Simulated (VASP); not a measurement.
Input of a VASP 6.6.1 run:

File INCAR:

```
SYSTEM = SrCl2
ALGO = Normal ; EDIFF = 1E-8
ENCUT = 520 ; ISIF = 2
ISMEAR = -1 ; LASPH = .TRUE.
LCHARG = .FALSE. ; LEFG = .TRUE.
LREAL = .FALSE. ; LWAVE = .FALSE.
NBANDS = 19 ; NELM = 100
PREC = Accurate ; SIGMA = 0.01
```

Contents of KPOINTS:

```
k-points
0
G
  8 8 8
  0 0 0
```

Contents of POSCAR:

```
SrCl2
1.0
    0.0000000000      3.5085834542      3.5085834542
    3.5085834542      0.0000000000      3.5085834542
    3.5085834542      3.5085834542      0.0000000000
Sr Cl
1 2
Direct
    0.0000000000      0.0000000000      0.0000000000
    0.2500000000      0.2500000000      0.2500000000
    0.7500000000      0.7500000000      0.7500000000
```

Potentials or basis: VASP PAW LDA potentials, release 64 (Sr_sv, Cl).

Command:

```console
$ cat potpaw_LDA.64/Sr_sv/POTCAR potpaw_LDA.64/Cl/POTCAR > POTCAR
$ mpirun -np 1 vasp_std > vasp.out
```

Q: Estimate the pressure.

A: -3.2 GPa.

Q: What does it give for the band gap on the k mesh?

A: 4.82 eV, indirect (least direct gap 5.16 eV).

Caveat: without QUAD_EFG the Cq values of the log hold for a quadrupole moment of 1 mb, not for the nuclei. A k mesh can miss the band edges.
